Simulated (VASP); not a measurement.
# Te: single point with PBEsol

Crystal: Te.

```xyz
1
Lattice="3.0187 0.0000 0.0000 0.0000 3.0187 0.0000 0.0000 0.0000 3.0187" Properties=species:S:1:pos:R:3 pbc="T T T"
Te    0.0000    0.0000    0.0000
```

This cell differs from its parent crystal: volume scaled by 0.88.

| Quantity | Value |
| --- | --- |
| Program | VASP 6.6.1 |
| Task | single point |
| Functional | PBEsol |
| Potentials or basis | VASP PAW PBE potentials, release 64 (Te) |
| Cutoff | 520 eV |
| k mesh | 13 × 13 × 13 |
| Occupations | fermi-dirac, width 0.08 eV |
| Spin | no spin polarisation |
| Dipole correction | no |
| Further INCAR settings | ALGO = Normal; EDIFF = 1e-07; NBANDS = 9 |

* Pressure: 10.2 GPa
* Band gap on the k mesh: zero (band 3 reaches 11.95 eV, above the bottom of band 4 at 5.27 eV)

Levels at points of the mesh, in eV from the Fermi level:
```tsv
k point	band 1	band 2	band 3	band 4	band 5	band 6
(0.00, 0.00, 0.00)	-15.21	1.27	1.27	1.27	5.72	5.72
```

Run time: 4.8 s on 1 thread of Intel(R) Xeon(R) 6975P-C (Granite Rapids), on a shared host, peak memory 0.14 GiB.

Caveat: the PAW data sets were made with another functional, which shifts forces and pressure a little; spin-orbit coupling is left out, which moves the levels of the heavy elements.
